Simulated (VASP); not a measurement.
# TiB2 (P6/mmm) in VASP: notebook

TiB2 is run at these levels: PBE; tasks: single point.

All numbers are computed with VASP 6.6.1; they aren't measurements. Logs are shortened: lines on timing, memory, paths and dates and some standing lists are left out, and cuts for length are marked.

### 1 The cell of the first run

The structure is hexagonal, space group P6/mmm (No. 191). Conventional cell: a = 3.029 Å, b = 3.029 Å, c = 3.228 Å, α = 90.00°, β = 90.00°, γ = 120.00°. Ti (site symmetry 6/mmm) has 12 B at 2.38 Å and 6 Ti at 3.03 Å within 3.1 Å. Within 2.3 Å of B (site symmetry -6m2) lie 3 B at 1.75 Å.

### 2 Single point, PBE

File INCAR:

```
PREC = Accurate ; ENCUT = 520
EDIFF = 1E-6 ; ISMEAR = 0
SIGMA = 0.1 ; LREAL = F
LASPH = T ; NELM = 60
ALGO = Normal ; ISIF = 2
LWAVE = F ; LCHARG = F
GGA = PE ; NBANDS = 16
```

File KPOINTS:

```
Automatic mesh
0
Gamma
  11 11 9
```

File POSCAR:

```
TiB2
1.0
    3.0292000000      0.0000000000      0.0000000000
   -1.5146000000      2.6233600000      0.0000000000
    0.0000000000      0.0000000000      3.2284000000
Ti B
1 2
Direct
    0.0000000000      0.0000000000      0.0000000000
    0.3333333333      0.6666666667      0.5000000000
    0.6666666667      0.3333333333      0.5000000000
```

Potentials or basis: VASP PAW PBE potentials, release 64 (Ti_sv, B).

Launch:

```
$ cat potpaw_PBE.64/Ti_sv/POTCAR potpaw_PBE.64/B/POTCAR > POTCAR
$ mpirun -np 1 vasp_std > vasp.out
```

OUTCAR:

```text
PREC = Accurate
   ENCUT = 520
   EDIFF = 1E-6
   ISMEAR = 0
   LREAL = F
   LASPH = T
   NELM = 60
   ISIF = 2
   GGA = PE

 ion  position               nearest neighbor table
   1  0.000  0.000  0.000-   2 2.38   2 2.38   3 2.38   3 2.38   2 2.38   3 2.38   2 2.38   3 2.38
                             3 2.38   3 2.38   2 2.38   2 2.38
   2  0.333  0.667  0.500-   3 1.75   3 1.75   3 1.75   1 2.38   1 2.38   1 2.38   1 2.38   1 2.38
                             1 2.38
   3  0.667  0.333  0.500-   2 1.75   2 1.75   2 1.75   1 2.38   1 2.38   1 2.38   1 2.38   1 2.38
                             1 2.38

  LATTYP: Found a hexagonal cell.
 ALAT       =     3.0292000000
 C/A-ratio  =     1.0657599366

  Lattice vectors:

 A1 = (   3.0292000000,   0.0000000000,   0.0000000000)
 A2 = (  -1.5146000000,   2.6233600000,   0.0000000000)
 A3 = (   0.0000000000,   0.0000000000,   3.2284000000)

Analysis of symmetry for initial positions (statically):
=====================================================================
 Subroutine PRICEL returns:
 Original cell was already a primitive cell.

 Routine SETGRP: Setting up the symmetry group for a
 hexagonal supercell.

 Subroutine GETGRP returns: Found 24 space group operations
 (whereof 24 operations were pure point group operations)
 out of a pool of 24 trial point group operations.

The static configuration has the point symmetry D_6h.

Analysis of symmetry for dynamics (positions and initial velocities):
=====================================================================
 Subroutine PRICEL returns:
 Original cell was already a primitive cell.

 Routine SETGRP: Setting up the symmetry group for a
 hexagonal supercell.

 Subroutine GETGRP returns: Found 24 space group operations
 (whereof 24 operations were pure point group operations)
 out of a pool of 24 trial point group operations.

The dynamic configuration has the point symmetry D_6h.

 Subroutine INISYM returns: Found 24 space group operations
 (whereof 24 operations are pure point group operations),
 and found     1 'primitive' translations

----------------------------------------------------------------------------------------

                                     Primitive cell

  volume of cell :      25.6551

  direct lattice vectors                    reciprocal lattice vectors
     3.029200000  0.000000000  0.000000000     0.330120164  0.190595267  0.000000000
    -1.514600000  2.623360000  0.000000000     0.000000000  0.381190534  0.000000000
[... 89 lines left out ...]
   EDIFFG = 0.1E-04   stopping-criterion for IOM
   NSW    =      0    number of steps for IOM
   IBRION =     -1    ionic relax: 0-MD 1-quasi-New 2-CG
   NFREE  =      0    steps in history (QN), initial steepest desc. (CG)
   ISIF   =      2    stress and relaxation
   ISYM   =      2    0-nonsym 1-usesym 2-fastsym
   POTIM  = 0.5000    time-step for ionic-motion
   TEBEG  =    0.0;   TEEND  =   0.0 temperature during run
   PSTRESS=    0.0 pullay stress
   NELECT =      18.0000    total number of electrons
   NUPDOWN=      -1.0000    fix difference up-down
   EMIN   =  10.00;   EMAX   =-10.00  energy-range for DOS
   EFERMI =   0.00;   METHOD = LEGACY
   ISMEAR =     0;   SIGMA  =   0.10  broadening in eV -4-tet -1-fermi 0-gaus
   EFERMI_NEDOS =   21; number of points for ismear=-14 and -15
   IALGO  =     38    algorithm
   IMIX   =      4    mixing-type and parameters
     AMIX     =   0.40;   BMIX     =  1.00
     AMIX_MAG =   1.60;   BMIX_MAG =  1.00
  volume/ion in A,a.u.               =       8.55        57.71
  Fermi-wavevector in a.u.,A,eV,Ry     =   1.454704  2.748992 28.792152  2.116163
  Thomas-Fermi vector in A             =   2.571824
   LORBIT       =      0    0 simple, 1 ext, 2 COOP (PROOUT), +10 PAW based schemes
   GGA     = PE    functional components
   LHFCALC =     F    Hartree Fock is set to
   AEXX    =    0.0000 exact exchange contribution
   IVDW    =     0    specifies the selected vdW correction
   LEPSILON=     F    determine dielectric tensor
   LRPA    =     F    only Hartree local field effects (RPA)
 non-spin polarized calculation
 Gauss-broadening in eV      SIGMA  =   0.10
  energy-cutoff  :      520.00
  volume of cell :       25.66
 maximum number of plane-waves:       721
 NGX is ok and might be reduce to    24
   NGX = 11   NGY = 11   NGZ = 13

 number of electron      18.0000003 magnetization

 Free energy of the ion-electron system (eV)
  ---------------------------------------------------
  ext. energy  EPLUGINS =         0.00000000
  ---------------------------------------------------
  free energy    TOTEN  =       -24.43014764 eV

  energy without entropy =      -24.42838164  energy(sigma->0) =      -24.42926464

 E-fermi :   9.9697     XC(G=0): -12.7687

 val. band max:        9.9541570872   @ k =   0.1818   0.1818   0.1111
 cond. band min:       9.9875897698   @ k =   0.0909   0.0000   0.3333
 fundamental gap:      0.0334326826
 Fermi energy:         9.9697045342

 k-point     1 :       0.0000    0.0000    0.0000
  band No.  band energies     occupation
      1     -46.9619      2.00000
      2     -23.3114      2.00000
      3     -22.9995      2.00000
      4     -22.9995      2.00000
      5      -3.5079      2.00000
      6       7.3976      2.00000
[... 433 lines left out ...]
      3     -23.1829      2.00000
      4     -23.0484      2.00000
      5      -2.2989      2.00000
      6       5.1021      2.00000
[... 8 lines left out ...]
     15      17.8599      0.00000
     16      18.9892      0.00000

 [... further k-points ...]

------------------------ aborting loop because EDIFF is reached ----------------------------------------

  FORCE on cell =-STRESS in cart. coord.  units (eV):
  Direction    XX          YY          ZZ          XY          YZ          ZX
  --------------------------------------------------------------------------------------
  -------------------------------------------------------------------------------------
  Total        0.1250439      0.1250435     -0.0368688      0.0000000     -0.0000000      0.0000000
  in kB        7.8090822      7.8090575     -2.3024836      0.0000000     -0.0000000      0.0000000
  external PRESSURE =       4.4385520 kB  Pullay stress =       0.0000000 kB

 VOLUME and BASIS-vectors are now :
 -----------------------------------------------------------------------------
  energy-cutoff  :      520.00
  volume of cell :       25.66
      direct lattice vectors                 reciprocal lattice vectors
     3.029200000  0.000000000  0.000000000     0.330120164  0.190595267  0.000000000
    -1.514600000  2.623360000  0.000000000     0.000000000  0.381190534  0.000000000
     0.000000000  0.000000000  3.228400000     0.000000000  0.000000000  0.309750960

 POSITION                                       TOTAL-FORCE (eV/Angst)
 -----------------------------------------------------------------------------------
      0.00000      0.00000      0.00000         0.000000      0.000000      0.000000
     -0.00000      1.74891      1.61420         0.000000     -0.000000      0.000000
      1.51460      0.87445      1.61420        -0.000000      0.000000      0.000000
 -----------------------------------------------------------------------------------
    total drift:                               -0.000000      0.000000      0.000000

  FREE ENERGIE OF THE ION-ELECTRON SYSTEM (eV)
  ---------------------------------------------------
  free  energy   TOTEN  =       -24.4301476389 eV

  energy  without entropy=      -24.4283816393  energy(sigma->0) =      -24.42926464
```

Run time: 76 s. Hardware: 1 thread of AMD EPYC 7R13, shared host; peak memory 0.13 GiB.

What came out:

| Property | Result |
| --- | --- |
| Free energy | -24.4301 eV |
| Pressure | 0.4 GPa |
| Band gap on the k mesh | zero (band 9 reaches 10.18 eV, above the bottom of band 10 at 9.74 eV) |

### 3 Single point, PBE

File INCAR:

```
SYSTEM = TiB2
PREC = Accurate ; ENCUT = 520
EDIFF = 1E-6 ; ISMEAR = 0
SIGMA = 0.05 ; LREAL = .False.
LASPH = .True. ; NELM = 60
ALGO = Normal ; ISIF = 2
LWAVE = .False. ; LCHARG = .False.
GGA = PE ; NBANDS = 16
```

File KPOINTS:

```
regular mesh
0
Gamma
  11 11 9
  0 0 0
```

POSCAR is that of step 2.

Potentials or basis: VASP PAW PBE potentials, release 64 (Ti_sv, B).

Launch:

```
$ cat potpaw_PBE.64/Ti_sv/POTCAR potpaw_PBE.64/B/POTCAR > POTCAR
$ mpirun -np 1 vasp_std > vasp.out
```

OUTCAR:

```text
SYSTEM = TiB2
   PREC = Accurate
   ENCUT = 520
   EDIFF = 1E-6
   ISMEAR = 0
   LREAL = .False.
   LASPH = .True.
   NELM = 60
   ISIF = 2
   GGA = PE

 ion  position               nearest neighbor table
   1  0.000  0.000  0.000-   2 2.38   2 2.38   3 2.38   3 2.38   2 2.38   3 2.38   2 2.38   3 2.38
                             3 2.38   3 2.38   2 2.38   2 2.38
   2  0.333  0.667  0.500-   3 1.75   3 1.75   3 1.75   1 2.38   1 2.38   1 2.38   1 2.38   1 2.38
                             1 2.38
   3  0.667  0.333  0.500-   2 1.75   2 1.75   2 1.75   1 2.38   1 2.38   1 2.38   1 2.38   1 2.38
                             1 2.38

[... 656 lines left out ...]
  --------------------------------------------------------------------------------------
  -------------------------------------------------------------------------------------
  Total        0.1229699      0.1229695     -0.0313083      0.0000000     -0.0000000      0.0000000
  in kB        7.6795557      7.6795314     -1.9552276      0.0000000     -0.0000000      0.0000000
  external PRESSURE =       4.4679532 kB  Pullay stress =       0.0000000 kB

 VOLUME and BASIS-vectors are now :
 -----------------------------------------------------------------------------
  energy-cutoff  :      520.00
  volume of cell :       25.66
      direct lattice vectors                 reciprocal lattice vectors
     3.029200000  0.000000000  0.000000000     0.330120164  0.190595267  0.000000000
    -1.514600000  2.623360000  0.000000000     0.000000000  0.381190534  0.000000000
     0.000000000  0.000000000  3.228400000     0.000000000  0.000000000  0.309750960

 POSITION                                       TOTAL-FORCE (eV/Angst)
 -----------------------------------------------------------------------------------
      0.00000      0.00000      0.00000         0.000000      0.000000      0.000000
     -0.00000      1.74891      1.61420        -0.000000     -0.000000      0.000000
      1.51460      0.87445      1.61420         0.000000      0.000000     -0.000000
 -----------------------------------------------------------------------------------
    total drift:                               -0.000000      0.000000      0.000000

  FREE ENERGIE OF THE ION-ELECTRON SYSTEM (eV)
  ---------------------------------------------------
  free  energy   TOTEN  =       -24.4293758294 eV

  energy  without entropy=      -24.4287336402  energy(sigma->0) =      -24.42905473
```

stdout:

```text
POSCAR found type information on POSCAR TiB
 POSCAR found :  2 types and       3 ions
 scaLAPACK will be used
 LDA part: xc-table for (Slater+PW92), standard interpolation
 POSCAR, INCAR and KPOINTS ok, starting setup
 FFT: planning ... GRIDC
 FFT: planning ... GRID_SOFT
 FFT: planning ... GRID
 WAVECAR not read
 entering main loop
```

Wall time 79 s (1 thread of AMD EPYC 7R13, shared host); peak memory 0.13 GiB.

What came out:

```
Free energy            : -24.4294 eV
Pressure               : 0.4 GPa
Band gap on the k mesh : zero (band 9 reaches 10.18 eV, above the bottom of band 10 at 9.74 eV)
```

### 4 Single point, PBE

File INCAR:

```
PREC = Accurate ; ENCUT = 520
EDIFF = 1E-6 ; ISMEAR = 0
SIGMA = 0.025 ; LREAL = False
LASPH = True ; NELM = 100
ALGO = Normal ; ISIF = 2
LWAVE = False ; LCHARG = False
GGA = PE ; NBANDS = 16
```

File KPOINTS:

```
Automatic mesh
0
Gamma
  11 11 9
```

POSCAR is that of step 3.

Launch:

```
$ cat potpaw_PBE.64/Ti_sv/POTCAR potpaw_PBE.64/B/POTCAR > POTCAR
$ mpirun -np 1 vasp_std > vasp.out
```

Run time: 73 s. Hardware: 1 thread of AMD EPYC 7R13, shared host; peak memory 0.13 GiB.

Results (log left out):

```yaml
Free_energy: -24.4291 eV
Pressure: 0.4 GPa
Band_gap_on_the_k_mesh: zero (band 9 reaches 10.18 eV, above the bottom of band 10 at 9.74 eV)
```

Stress tensor (GPa, compression positive):
```
 0.74  0.00  0.00
 0.00  0.74  0.00
 0.00  0.00 -0.13
```

Levels at points of the mesh, in eV from the Fermi level:
```tsv
k point	band 6	band 7	band 8	band 9	band 10	band 11	band 12	band 13
(0.00, 0.00, 0.00)	-2.58	-2.58	-2.30	-2.09	1.91	1.91	3.67	3.67
```

### 5 Overview

```tsv
smearing	gap on the mesh (eV)	pressure (GPa)
gaussian 0.1 eV	none	0.4
gaussian 0.05 eV	none	0.4
gaussian 0.025 eV	none	0.4
```

Alike in all rows: task single point; level PBE; potentials or basis VASP PAW PBE potentials, release 64 (Ti_sv, B); no spin polarisation; cell as given; k mesh 11 × 11 × 9; cutoff (eV) 520.

Every run on the cell as given and a fine mesh finds a metal.

Total energies depend on the potentials used, so only differences within one code and one set of settings carry meaning.
